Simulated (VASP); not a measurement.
# NaH in VASP: further runs, part 2 of 2

VASP 6.6.1. The steps go on from the part before.

**4. Single point, PBE-based screened hybrid with 10 % exact exchange**

The input, POSCAR:

```
NaH
1.0
    0.0000000000      2.4400000000      2.4400000000
    2.4400000000      0.0000000000      2.4400000000
    2.4400000000      2.4400000000      0.0000000000
Na H
1 1
Direct
    0.0000000000      0.0000000000      0.0000000000
    0.5000000000      0.5000000000      0.5000000000
```

The input, INCAR.step1:

```
PREC = Accurate
ENCUT = 520
EDIFF = 1E-5
ISMEAR = -1
SIGMA = 0.05
LREAL = False
LASPH = True
NELM = 60
ALGO = Normal
ISIF = 2
LWAVE = True
LCHARG = False
NBANDS = 11
GGA = PE
```

The input, INCAR.step2:

```
PREC = Accurate
ENCUT = 520
EDIFF = 1E-7
ISMEAR = -1
SIGMA = 0.05
LREAL = False
LASPH = True
NELM = 60
ALGO = Normal
ISIF = 2
LWAVE = False
LCHARG = False
GGA = PE
LHFCALC = True
AEXX = 0.1
HFSCREEN = 0.2
PRECFOCK = Normal
NBANDS = 11
ISTART = 1
```

The input, KPOINTS:

```
regular mesh
0
Gamma
  5 5 5
```

Potentials or basis: VASP PAW PBE potentials, release 64 (Na_pv, H).

The run is started by

```
cat potpaw_PBE.64/Na_pv/POTCAR potpaw_PBE.64/H/POTCAR > POTCAR
cp INCAR.step1 INCAR
mpirun -np 1 vasp_std > vasp.out
cp INCAR.step2 INCAR
mpirun -np 1 vasp_std > vasp.out
```

OUTCAR:

```text
PREC = Accurate
   ENCUT = 520
   EDIFF = 1E-7
   ISMEAR = -1
   LREAL = False
   LASPH = True
   NELM = 60
   ISIF = 2
   GGA = PE
   LHFCALC = True
   AEXX = 0.1
   HFSCREEN = 0.2
   PRECFOCK = Normal
   ISTART = 1

 ion  position               nearest neighbor table
   1  0.000  0.000  0.000-
   2  0.500  0.500  0.500-

  LATTYP: Found a face centered cubic cell.
 ALAT       =     4.8800000000

  Lattice vectors:

 A1 = (   0.0000000000,   2.4400000000,   2.4400000000)
 A2 = (   2.4400000000,   0.0000000000,   2.4400000000)
 A3 = (   2.4400000000,   2.4400000000,   0.0000000000)

Analysis of symmetry for initial positions (statically):
=====================================================================
 Subroutine PRICEL returns:
 Original cell was already a primitive cell.

 Routine SETGRP: Setting up the symmetry group for a
 face centered cubic supercell.

 Subroutine GETGRP returns: Found 48 space group operations
 (whereof 48 operations were pure point group operations)
 out of a pool of 48 trial point group operations.

The static configuration has the point symmetry O_h .

Analysis of symmetry for dynamics (positions and initial velocities):
=====================================================================
 Subroutine PRICEL returns:
 Original cell was already a primitive cell.

 Routine SETGRP: Setting up the symmetry group for a
 face centered cubic supercell.

 Subroutine GETGRP returns: Found 48 space group operations
 (whereof 48 operations were pure point group operations)
 out of a pool of 48 trial point group operations.

The dynamic configuration has the point symmetry O_h .

 Subroutine INISYM returns: Found 48 space group operations
 (whereof 48 operations are pure point group operations),
 and found     1 'primitive' translations

----------------------------------------------------------------------------------------
[... 111 lines left out ...]
   HFSCREEN=    0.2000 screening length (either q_TF or 0.3 A-1)
   HFSCREENC=   0.2000 screening length for correlation (either q_TF or 0.3 A-1)
   ENCUTFOCK=  -1.0 apply spherical cutoff to Coloumb kernel
   IVDW    =     0    specifies the selected vdW correction
   LEPSILON=     F    determine dielectric tensor
   LRPA    =     F    only Hartree local field effects (RPA)
 non-spin polarized calculation
  energy-cutoff  :      520.00
  volume of cell :       29.05
 maximum number of plane-waves:       797
 NGX is ok and might be reduce to    28
  NGX = 20; NGY = 20; NGZ = 20

 number of electron       8.0000008 magnetization

 Free energy of the ion-electron system (eV)
  ---------------------------------------------------
  ext. energy  EPLUGINS =         0.00000000
  ---------------------------------------------------
  free energy    TOTEN  =        -5.35562860 eV

  energy without entropy =       -5.35562860  energy(sigma->0) =       -5.35562860

 E-fermi :  -0.5131     XC(G=0):  -7.1737

 val. band max:       -1.5990667222   @ k =  -0.4000   0.4000   0.0000
 cond. band min:       3.3686214391   @ k =   0.4000   0.0000   0.0000
 fundamental gap:      4.9676881613
 Fermi energy:        -0.5130849240

 k-point     1 :       0.0000    0.0000    0.0000
  band No.  band energies     occupation
      1     -24.5760      2.00000
      2     -24.5760      2.00000
      3     -24.5760      2.00000
      4      -5.1709      2.00000
      5       9.2863      0.00000
      6      14.4403      0.00000
      7      14.4403      0.00000
      8      14.4403      0.00000
      9      15.2874      0.00000
     10      15.2874      0.00000
     11      15.2874      0.00000
[... 113 lines left out ...]
 k-point    10 :      -0.4000    0.4000    0.2000
  band No.  band energies     occupation
      1     -24.6356      2.00000
      2     -24.6161      2.00000
      3     -24.5993      2.00000
      4      -1.8408      2.00000
      5       4.3497      0.00000
      6       5.7455      0.00000
      7       8.2724      0.00000
      8      14.5914      0.00000
      9      15.0894      0.00000
     10      16.7884      0.00000
     11      20.6075      0.00000

------------------------ aborting loop because EDIFF is reached ----------------------------------------

  FORCE on cell =-STRESS in cart. coord.  units (eV):
  Direction    XX          YY          ZZ          XY          YZ          ZX
  --------------------------------------------------------------------------------------
  -------------------------------------------------------------------------------------
  Total       -0.1492198     -0.1492198     -0.1492198      0.0000000     -0.0000000     -0.0000000
  in kB       -8.2288183     -8.2288183     -8.2288183      0.0000000     -0.0000000     -0.0000000
  external PRESSURE =      -8.2288183 kB  Pullay stress =       0.0000000 kB

 VOLUME and BASIS-vectors are now :
 -----------------------------------------------------------------------------
  energy-cutoff  :      520.00
  volume of cell :       29.05
      direct lattice vectors                 reciprocal lattice vectors
     0.000000000  2.440000000  2.440000000    -0.204918033  0.204918033  0.204918033
     2.440000000  0.000000000  2.440000000     0.204918033 -0.204918033  0.204918033
     2.440000000  2.440000000  0.000000000     0.204918033  0.204918033 -0.204918033

 POSITION                                       TOTAL-FORCE (eV/Angst)
 -----------------------------------------------------------------------------------
      0.00000      0.00000      0.00000        -0.000000     -0.000000     -0.000000
      2.44000      2.44000      2.44000         0.000000      0.000000      0.000000
 -----------------------------------------------------------------------------------
    total drift:                               -0.000001      0.000000      0.000000

  FREE ENERGIE OF THE ION-ELECTRON SYSTEM (eV)
  ---------------------------------------------------
  free  energy   TOTEN  =        -5.3556286037 eV

  energy  without entropy=       -5.3556286037  energy(sigma->0) =       -5.35562860
```

OUTCAR.step1:

```text
PREC = Accurate
   ENCUT = 520
   EDIFF = 1E-5
   ISMEAR = -1
   LREAL = False
[... 345 lines left out ...]
      0.00000      0.00000      0.00000         0.000000      0.000000      0.000000
      2.44000      2.44000      2.44000        -0.000000     -0.000000     -0.000000
 -----------------------------------------------------------------------------------
    total drift:                               -0.000000     -0.000000     -0.000000

  FREE ENERGIE OF THE ION-ELECTRON SYSTEM (eV)
  ---------------------------------------------------
  free  energy   TOTEN  =        -5.0858593942 eV

  energy  without entropy=       -5.0858593941  energy(sigma->0) =       -5.08585939
```

Run time: 4.5 min. Hardware: 1 thread of Intel Xeon 8259CL, shared host; peak memory 0.25 GiB.

Results:

- Free energy: -5.3556 eV
- Pressure: -0.8 GPa
- Band gap on the k mesh: 4.97 eV (least direct gap 5.48 eV)

Levels at points of the mesh, in eV from the valence-band top:
```
           k point  band 1  band 2  band 3  band 4  band 5  band 6  band 7  band 8  band 9
(0.00, 0.00, 0.00)  -22.98  -22.98  -22.98   -3.57   10.89   16.04   16.04   16.04   16.89
```

Caveat: the k points lie up to 0.45 Å⁻¹ apart; the PAW data sets were made with another functional, which shifts forces and pressure a little; an odd mesh through Γ misses points on the zone boundary, where band edges can lie.

**5. The runs side by side**

```tsv
level	cell	k mesh	smearing	grid for exact exchange (PRECFOCK)	share of exact exchange	screening parameter	gap on the mesh (eV)	pressure (GPa)
PBE	as given, atomic positions A	15 × 15 × 15	methfessel-paxton 0.05 eV	-	-	-	3.82	-0.7
PBE-based screened hybrid with 5 % exact exchange	as given, atomic positions B	5 × 5 × 5	fermi-dirac 0.05 eV	Normal	0.05	0.2 1/Å	4.75	-0.7
PBE-based screened hybrid with 10 % exact exchange	as given, atomic positions B	5 × 5 × 5	fermi-dirac 0.05 eV	Normal	0.1	0.2 1/Å	4.97	-0.8
```

Alike in all rows: task single point; potentials or basis VASP PAW PBE potentials, release 64 (Na_pv, H); no spin polarisation; cutoff (eV) 520.

Caveats: some runs use coarse meshes; an odd mesh through Γ misses points on the zone boundary, where band edges can lie; the PAW data sets were made with another functional, which shifts forces and pressure a little (at least some runs).

Total energies depend on the potentials used, so only differences within one code and one set of settings carry meaning.
